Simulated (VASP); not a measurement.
Input of a VASP 6.6.1 run:

File POSCAR:

```
Pt
1.0
   -1.5842200000      1.5842200000      1.5842200000
    1.5842200000     -1.5842200000      1.5842200000
    1.5842200000      1.5842200000     -1.5842200000
Pt
1
Direct
    0.0000000000      0.0000000000      0.0000000000
```

Contents of INCAR.step1:

```
SYSTEM = Pt
PREC = Accurate
ENCUT = 520
ISMEAR = 0
SIGMA = 0.15
LREAL = .False.
LASPH = .True.
NELM = 60
NBANDS = 11
GGA = PE
ALGO = Normal
EDIFF = 1E-4
LWAVE = .True.
LCHARG = .False.
```

INCAR.step2

```
SYSTEM = Pt
PREC = Accurate
ENCUT = 520
EDIFF = 1E-7
ISMEAR = 0
SIGMA = 0.15
LREAL = .False.
LASPH = .True.
NELM = 60
ALGO = Normal
ISIF = 2
LWAVE = .False.
LCHARG = .False.
METAGGA = R2SCAN
LMIXTAU = .True.
NBANDS = 11
ISTART = 1
```

File KPOINTS:

```
regular mesh
0
Gamma
  22 22 22
  0 0 0
```

Potentials or basis: VASP PAW PBE potentials, release 64 (Pt).

Launch:

```console
$ cat potpaw_PBE.64/Pt/POTCAR > POTCAR
$ cp INCAR.step1 INCAR
$ mpirun -np 1 vasp_std > vasp.out
$ cp INCAR.step2 INCAR
$ mpirun -np 1 vasp_std > vasp.out
```

Estimate the band gap on the k mesh.

zero (band 5 reaches 10.88 eV, above the bottom of band 6 at 8.60 eV).

Predict the pressure.

-6.0 GPa.

Caveat: the PAW data sets were made with another functional, which shifts forces and pressure a little; spin-orbit coupling is left out, which moves the levels of the heavy elements.
